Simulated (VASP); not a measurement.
Wanted: the native input for a VASP 6.6.1 run.

* Task: single point
* Functional: PBE
* Potentials or basis: VASP PAW PBE potentials, release 64 (Tc_pv)
* Cutoff: 520 eV
* k mesh: 13 × 13 × 13
* Occupations: fermi-dirac, width 0.136057 eV
* Spin: no spin polarisation
* Dipole correction: no
* Further INCAR settings: ALGO = Normal; EDIFF = 1e-07; NBANDS = 12

The structure of Tc lies in POSCAR:

```
Tc
1.0
    2.5327945915      0.0000000000      0.0000000000
    0.0000000000      2.5327945915      0.0000000000
    0.0000000000      0.0000000000      2.5327945915
Tc
1
Direct
    0.0000000000      0.0000000000      0.0000000000
```

This isn't the form of Tc at room conditions, which is hcp.

These files were run (other wordings do the same):

INCAR

```
  PREC = Accurate
  ENCUT = 520
  EDIFF = 1E-7
  ISMEAR = -1
  SIGMA = 0.13605693000000002
  LREAL = False
  LASPH = True
  NELM = 100
  ALGO = Normal
  ISIF = 2
  LWAVE = False
  LCHARG = False
  GGA = PE
  NBANDS = 12
```

KPOINTS

```
Automatic mesh
0
Gamma
  13 13 13
```

Potentials or basis: VASP PAW PBE potentials, release 64 (Tc_pv).

Launch:

```console
$ cat potpaw_PBE.64/Tc_pv/POTCAR > POTCAR
$ mpirun -np 1 vasp_std > vasp.out
```

It gave:

* Pressure: -0.2 GPa
* Band gap on the k mesh: zero (an odd number of electrons rules out a gap without spin polarisation)

Run time: 11 s on 1 thread of Intel(R) Xeon(R) Platinum 8175M CPU @ 2.50GHz (Skylake/Cascade Lake), on a shared host, peak memory 0.13 GiB.
